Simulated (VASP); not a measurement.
# MgSe3 (Pm-3m) in VASP: notebook

MgSe3 is run at these levels: PBE; tasks: relaxation of cell and atoms, single point.

All numbers are computed with VASP 6.6.1; they aren't measurements. Logs are shortened: lines on timing, memory, paths and dates and some standing lists are left out, and cuts for length are marked.

### Step 1. The cell of the first run

Symmetry: Pm-3m, No. 221, cubic system. The conventional cell has a = 4.615 Å, b = 4.615 Å, c = 4.615 Å, α = 90.00°, β = 90.00°, γ = 90.00°. Mg (site symmetry m-3m) has 12 Se at 3.26 Å within 4.3 Å. Within 4.3 Å of Se (site symmetry 4/mmm) lie 4 Mg at 3.26 Å and 8 Se at 3.26 Å.

### Step 2. Relaxation of cell and atoms, PBE

INCAR reads:

```
SYSTEM = MgSe3
  PREC = Accurate
  ENCUT = 600
  EDIFF = 1E-7
  ISMEAR = 0
  SIGMA = 0.1
  LREAL = .FALSE.
  LASPH = .TRUE.
  NELM = 100
  ALGO = Normal
  ISIF = 3
  LWAVE = .FALSE.
  LCHARG = .FALSE.
  GGA = PE
  IBRION = 2
  NSW = 90
  EDIFFG = -0.04
```

KPOINTS reads:

```
Automatic mesh
0
G
  4 4 4
  0 0 0
```

POSCAR reads:

```
MgSe3
1.0
    4.6147490600      0.0000000000      0.0000000000
    0.0000000000      4.6147490600      0.0000000000
    0.0000000000      0.0000000000      4.6147490600
Mg Se
1 3
Direct
    0.0000000000      0.0000000000      0.0000000000
    0.5000000000      0.0000000000      0.5000000000
    0.0000000000      0.5000000000      0.5000000000
    0.5000000000      0.5000000000      0.0000000000
```

Potentials or basis: VASP PAW PBE potentials, release 64 (Mg, Se).

Command:

```sh
$ cat potpaw_PBE.64/Mg/POTCAR potpaw_PBE.64/Se/POTCAR > POTCAR
$ mpirun -np 1 vasp_std > vasp.out
```

OUTCAR:

```text
SYSTEM = MgSe3
   PREC = Accurate
   ENCUT = 600
   EDIFF = 1E-7
   ISMEAR = 0
   LREAL = .FALSE.
   LASPH = .TRUE.
   NELM = 100
   ISIF = 3
   GGA = PE
   IBRION = 2
   NSW = 90
   EDIFFG = -0.04

 ion  position               nearest neighbor table
   1  0.000  0.000  0.000-
   2  0.500  0.000  0.500-
   3  0.000  0.500  0.500-
   4  0.500  0.500  0.000-

  LATTYP: Found a simple cubic cell.
 ALAT       =     4.6147490600

  Lattice vectors:

 A1 = (   4.6147490600,   0.0000000000,   0.0000000000)
 A2 = (   0.0000000000,   4.6147490600,   0.0000000000)
 A3 = (   0.0000000000,   0.0000000000,   4.6147490600)

Analysis of symmetry for initial positions (statically):
=====================================================================
 Subroutine PRICEL returns:
 Original cell was already a primitive cell.

 Routine SETGRP: Setting up the symmetry group for a
 simple cubic supercell.

 Subroutine GETGRP returns: Found 48 space group operations
 (whereof 48 operations were pure point group operations)
 out of a pool of 48 trial point group operations.

The static configuration has the point symmetry O_h .

Analysis of symmetry for dynamics (positions and initial velocities):
=====================================================================
 Subroutine PRICEL returns:
 Original cell was already a primitive cell.

 Routine SETGRP: Setting up the symmetry group for a
 simple cubic supercell.

 Subroutine GETGRP returns: Found 48 space group operations
 (whereof 48 operations were pure point group operations)
 out of a pool of 48 trial point group operations.

The dynamic configuration has the point symmetry O_h .

 Subroutine INISYM returns: Found 48 space group operations
 (whereof 48 operations are pure point group operations),
 and found     1 'primitive' translations

----------------------------------------------------------------------------------------

                                     Primitive cell

  volume of cell :      98.2753

  direct lattice vectors                    reciprocal lattice vectors
     4.614749060  0.000000000  0.000000000     0.216696507  0.000000000  0.000000000
     0.000000000  4.614749060  0.000000000     0.000000000  0.216696507  0.000000000
     0.000000000  0.000000000  4.614749060     0.000000000  0.000000000  0.216696507

  length of vectors
     4.614749060  4.614749060  4.614749060     0.216696507  0.216696507  0.216696507

  position of ions in fractional coordinates (direct lattice)
     0.000000000  0.000000000  0.000000000
     0.500000000  0.000000000  0.500000000
     0.000000000  0.500000000  0.500000000
     0.500000000  0.500000000  0.000000000

  ion indices of the primitive-cell ions
   primitive index   ion index
                 1           1
                 2           2
                 3           3
                 4           4

----------------------------------------------------------------------------------------

 KPOINTS: Automatic mesh

Automatic generation of k-mesh.
 Grid dimensions read from file:
 generate k-points for:    4    4    4

 Generating k-lattice:

  Cartesian coordinates                     Fractional coordinates (reciprocal lattice)
     0.054174127  0.000000000  0.000000000     0.250000000  0.000000000  0.000000000
     0.000000000  0.054174127  0.000000000     0.000000000  0.250000000  0.000000000
     0.000000000  0.000000000  0.054174127     0.000000000  0.000000000  0.250000000

  Length of vectors
     0.054174127  0.054174127  0.054174127

  Shift w.r.t. Gamma in fractional coordinates (k-lattice)
     0.000000000  0.000000000  0.000000000

 Subroutine IBZKPT returns following result:
 ===========================================

 Found     10 irreducible k-points:

 Following reciprocal coordinates:
            Coordinates               Weight
  0.000000  0.000000  0.000000      1.000000
  0.250000  0.000000  0.000000      6.000000
  0.500000  0.000000  0.000000      3.000000
  0.250000  0.250000  0.000000     12.000000
  0.500000  0.250000  0.000000     12.000000
  0.500000  0.500000  0.000000      3.000000
  0.250000  0.250000  0.250000      8.000000
  0.500000  0.250000  0.250000     12.000000
  0.500000  0.500000  0.250000      6.000000
  0.500000  0.500000  0.500000      1.000000
   k-points           NKPTS =     10   k-points in BZ     NKDIM =     10   number of bands    NBANDS=     14
   number of dos      NEDOS =    301   number of ions     NIONS =      4
   total plane-waves  NPLWV =  64000
   dimension x,y,z NGX =    40 NGY =   40 NGZ =   40
   dimension x,y,z NGXF=    80 NGYF=   80 NGZF=   80
   ions per type =               1   3
   NGX,Y,Z   is equivalent  to a cutoff of  14.41, 14.41, 14.41 a.u.
   NGXF,Y,Z  is equivalent  to a cutoff of  28.82, 28.82, 28.82 a.u.
 SYSTEM =  MgSe3
   PREC   = accura    normal or accurate (medium, high low for compatibility)
   ISTART =      0    job   : 0-new  1-cont  2-samecut
   ICHARG =      2    charge: 1-file 2-atom 10-const
   ISPIN  =      1    spin polarized calculation?
   LNONCOLLINEAR =      F non collinear calculations
   LSORBIT =      F    spin-orbit coupling
   LASPH  =      T    aspherical Exc in radial PAW
   ENCUT  =  600.0 eV  44.10 Ry    6.64 a.u.   9.22  9.22  9.22*2*pi/ulx,y,z
   NELM   =    100;   NELMIN=  2; NELMDL= -5     # of ELM steps
   EDIFF  = 0.1E-06   stopping-criterion for ELM
   LREAL  =      F    real-space projection
   EDIFFG = -.4E-01   stopping-criterion for IOM
   NSW    =     90    number of steps for IOM
   IBRION =      2    ionic relax: 0-MD 1-quasi-New 2-CG
   NFREE  =      1    steps in history (QN), initial steepest desc. (CG)
   ISIF   =      3    stress and relaxation
   ISYM   =      2    0-nonsym 1-usesym 2-fastsym
   POTIM  = 0.5000    time-step for ionic-motion
   TEBEG  =    0.0;   TEEND  =   0.0 temperature during run
   PSTRESS=    0.0 pullay stress
   NELECT =      20.0000    total number of electrons
   NUPDOWN=      -1.0000    fix difference up-down
   EMIN   =  10.00;   EMAX   =-10.00  energy-range for DOS
   EFERMI =   0.00;   METHOD = LEGACY
   ISMEAR =     0;   SIGMA  =   0.10  broadening in eV -4-tet -1-fermi 0-gaus
   EFERMI_NEDOS =   21; number of points for ismear=-14 and -15
   IALGO  =     38    algorithm
   IMIX   =      4    mixing-type and parameters
     AMIX     =   0.40;   BMIX     =  1.00
     AMIX_MAG =   1.60;   BMIX_MAG =  1.00
  volume/ion in A,a.u.               =      24.57       165.80
  Fermi-wavevector in a.u.,A,eV,Ry     =   0.962949  1.819710 12.616292  0.927271
  Thomas-Fermi vector in A             =   2.092452
   LORBIT       =      0    0 simple, 1 ext, 2 COOP (PROOUT), +10 PAW based schemes
   GGA     = PE    functional components
   LHFCALC =     F    Hartree Fock is set to
   AEXX    =    0.0000 exact exchange contribution
   IVDW    =     0    specifies the selected vdW correction
   LEPSILON=     F    determine dielectric tensor
   LRPA    =     F    only Hartree local field effects (RPA)
 conjugate gradient relaxation of ions
 non-spin polarized calculation
 Gauss-broadening in eV      SIGMA  =   0.10
  energy-cutoff  :      600.00
  volume of cell :       98.28
 maximum number of plane-waves:      3328
 NGX is ok and might be reduce to    40
   NGX = 19   NGY = 19   NGZ = 19

--------------------------------------- Ionic step        1  -------------------------------------------

 number of electron      20.0000003 magnetization

 Free energy of the ion-electron system (eV)
  ---------------------------------------------------
  ext. energy  EPLUGINS =         0.00000000
  ---------------------------------------------------
  free energy    TOTEN  =       -11.28975617 eV

  energy without entropy =      -11.26318718  energy(sigma->0) =      -11.27647167

------------------------ aborting loop because EDIFF is reached ----------------------------------------

  FORCE on cell =-STRESS in cart. coord.  units (eV):
  Direction    XX          YY          ZZ          XY          YZ          ZX
  --------------------------------------------------------------------------------------
  -------------------------------------------------------------------------------------
  Total       -3.7636996     -3.7636996     -3.7636996      0.0000000      0.0000000     -0.0000000
  in kB      -61.3594228    -61.3594228    -61.3594228      0.0000000      0.0000000     -0.0000000
  external PRESSURE =     -61.3594228 kB  Pullay stress =       0.0000000 kB
[... 61 lines left out ...]
  energy  without entropy=      -11.5520793851  energy(sigma->0) =      -11.56645226

--------------------------------------- Ionic step        3  -------------------------------------------

 number of electron      20.0000003 magnetization

 Free energy of the ion-electron system (eV)
  ---------------------------------------------------
  ext. energy  EPLUGINS =         0.00000000
  ---------------------------------------------------
  free energy    TOTEN  =       -11.58186901 eV

  energy without entropy =      -11.55346134  energy(sigma->0) =      -11.56766517

 E-fermi :   4.7660     XC(G=0):  -9.9100

 val. band max:        4.7650397968   @ k =   0.2500   0.2500   0.2500
 cond. band min:       4.7929329876   @ k =   0.5000   0.5000   0.2500
 fundamental gap:      0.0278931907
 Fermi energy:         4.7659793790

 k-point     1 :       0.0000    0.0000    0.0000
  band No.  band energies     occupation
      1     -10.4830      2.00000
      2      -6.9599      2.00000
      3      -6.9599      2.00000
      4      -0.3989      2.00000
      5      -0.3989      2.00000
      6      -0.3989      2.00000
      7       3.7517      2.00000
      8       3.7517      2.00000
      9       3.7517      2.00000
     10       4.2120      2.00000
     11       5.6517      0.00000
     12       5.6517      0.00000
     13       5.6517      0.00000
     14       9.5314      0.00000
[... 182 lines left out ...]
  FREE ENERGIE OF THE ION-ELECTRON SYSTEM (eV)
  ---------------------------------------------------
  free  energy   TOTEN  =       -11.5818690108 eV

  energy  without entropy=      -11.5534613364  energy(sigma->0) =      -11.56766517

 reached required accuracy - stopping structural energy minimisation
```

It took 50 s on 1 thread of AMD EPYC 7R43 (Zen 3), shared host; peak memory 0.21 GiB.

Results:

```yaml
Free_energy: -11.5819 eV
Relaxed_volume: 21.20 Å³/atom
Relaxed_cell: a = 4.393 Å, b = 4.393 Å, c = 4.393 Å, α = 90.00°, β = 90.00°, γ = 90.00°
Space_group_after_relaxing_to_0.05_Å: Pm-3m (No. 221)
Energy_gained_by_relaxing: 73.0 meV/atom
Ionic_steps: 3
Pressure_after_relaxing: 0.0 GPa
Band_gap_on_the_k_mesh: zero (band 10 reaches 6.22 eV, above the bottom of band 11 at 4.41 eV)
```

The path:
```tsv
step	energy change (eV)	largest force (eV/Å)	pressure (GPa)	volume (Å³)
1	0.0000	0.0000	-6.14	98.28
2	-0.2911	0.0000	-0.46	85.49
3	-0.2921	0.0000	-0.02	84.80
```

Final structure:
```
Mg Se
1.0
     4.39343    0.00000    0.00000
     0.00000    4.39343    0.00000
     0.00000    0.00000    4.39343
Mg Se
1 3
Direct
  0.00000 0.00000 0.00000
  0.50000 0.00000 0.50000
  0.00000 0.50000 0.50000
  0.50000 0.50000 0.00000
```

Levels at points of the mesh, in eV from the Fermi level:
```csv
k point,band 6,band 7,band 8,band 9,band 10,band 11,band 12,band 13,band 14
"(0.00, 0.00, 0.00)",-5.16,-1.01,-1.01,-1.01,-0.55,0.89,0.89,0.89,4.77
"(0.50, 0.00, 0.00)",-3.95,-2.79,-2.79,-2.37,-2.00,0.45,0.45,3.13,3.68
"(0.50, 0.50, 0.00)",-2.83,-2.83,-2.47,-2.47,-2.45,1.32,1.33,2.45,3.23
"(0.50, 0.50, 0.50)",-5.70,-5.70,-1.21,1.45,1.45,1.45,1.46,1.46,8.21
```

### Step 3. Single point, PBE

INCAR reads:

```
PREC     = Accurate       # precision mode
ENCUT    = 520            # plane-wave cutoff, eV
EDIFF    = 1E-6           # SCF threshold, eV
ISMEAR   = 0              # smearing method
SIGMA    = 0.1            # smearing width, eV
LREAL    = F              # projectors in reciprocal space
LASPH    = T              # aspherical terms in the spheres
NELM     = 100            # most SCF steps
ALGO     = Normal         # electronic algorithm
ISIF     = 2              # what is computed and relaxed
LWAVE    = F              # write WAVECAR
LCHARG   = F              # write CHGCAR
GGA      = PE             # functional
NBANDS   = 18             # bands
```

KPOINTS reads:

```
Automatic mesh
0
Gamma
  4 4 4
```

POSCAR is that of step 2.

Potentials or basis: VASP PAW PBE potentials, release 64 (Mg, Se).

Command:

```sh
$ cat potpaw_PBE.64/Mg/POTCAR potpaw_PBE.64/Se/POTCAR > POTCAR
$ mpirun -np 1 vasp_std > vasp.out
```

It took 19 s on 1 thread of AMD EPYC 7R43 (Zen 3), shared host; peak memory 0.17 GiB.

The run converged. Its results:

```yaml
Free_energy: -11.2897 eV
Pressure: -6.1 GPa
Band_gap_on_the_k_mesh: zero (band 10 reaches 4.44 eV, above the bottom of band 11 at 3.10 eV)
```

Levels at points of the mesh, in eV from the Fermi level:
| k point | band 7 | band 8 | band 9 | band 10 | band 11 | band 12 | band 13 | band 14 |
| --- | --- | --- | --- | --- | --- | --- | --- | --- |
| (0.00, 0.00, 0.00) | -0.85 | -0.85 | -0.85 | -0.53 | 0.73 | 0.73 | 0.73 | 4.91 |
| (0.50, 0.00, 0.00) | -2.26 | -2.26 | -1.88 | -1.68 | 0.37 | 0.37 | 3.03 | 3.03 |
| (0.50, 0.50, 0.00) | -2.46 | -2.00 | -2.00 | -1.93 | 1.02 | 1.05 | 2.08 | 3.37 |
| (0.50, 0.50, 0.50) | -4.75 | -0.96 | 1.11 | 1.11 | 1.11 | 1.15 | 1.15 | 7.69 |
